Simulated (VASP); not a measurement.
Wanted: the native input for a VASP 6.6.1 run.

```yaml
Task: relaxation of cell and atoms
Functional: PBE
Potentials_or_basis: VASP PAW PBE potentials, release 64 (Ga_d, Sb)
Cutoff: 600 eV
k_mesh: 14 × 14 × 14
Occupations: gaussian, width 0.1 eV
Spin: no spin polarisation
Target_pressure: 90 GPa
Dipole_correction: no
Further_INCAR_settings: ALGO = Normal; EDIFF = 1e-06; IBRION = 2; EDIFFG = -0.008; NSW = 70; ISIF = 3
```

The structure of GaSb lies in POSCAR:

```
GaSb
1.0
    0.0000000000      2.6311611064      2.6311611064
    2.6311611064      0.0000000000      2.6311611064
    2.6311611064      2.6311611064      0.0000000000
Ga Sb
1 1
Direct
    0.0000000000      0.0000000000      0.0000000000
    0.7500000000      0.7500000000      0.7500000000
```

One way to write it, as run:

INCAR

```
SYSTEM = GaSb
ALGO = Normal
EDIFF = 1E-6
EDIFFG = -0.008
ENCUT = 600
GGA = PE
IBRION = 2
ISIF = 3
ISMEAR = 0
LASPH = .TRUE.
LCHARG = .FALSE.
LREAL = .FALSE.
LWAVE = .FALSE.
NELM = 100
NSW = 70
PREC = Accurate
PSTRESS = 900.0
SIGMA = 0.1
```

KPOINTS

```
k-points
0
G
  14 14 14
  0 0 0
```

Potentials or basis: VASP PAW PBE potentials, release 64 (Ga_d, Sb).

Run with:

```bash
$ cat potpaw_PBE.64/Ga_d/POTCAR potpaw_PBE.64/Sb/POTCAR > POTCAR
$ mpirun -np 1 vasp_std > vasp.out
```

It gave:

```json
{
 "Relaxed volume": "17.22 Å³/atom",
 "Relaxed cell": "a = 3.652 Å, b = 3.652 Å, c = 3.652 Å, α = 60.00°, β = 60.00°, γ = 60.00°",
 "Space group after relaxing (to 0.05 Å)": "F-43m (No. 216)",
 "Energy change on relaxing (the enthalpy is what falls)": "+501.2 meV/atom",
 "Ionic steps": "9",
 "Pressure after relaxing": "90.0 GPa",
 "Band gap on the k mesh": "zero (band 9 reaches 11.92 eV, above the bottom of band 10 at 11.49 eV)"
}
```

Caveat: the cell is relaxed towards a set pressure, so the enthalpy falls and the energy may rise; spin-orbit coupling is left out, which moves the levels of the heavy elements.

Run time: 5 min on 1 thread of Intel(R) Xeon(R) 6975P-C (Granite Rapids), with other jobs on the host, peak memory 0.24 GiB.
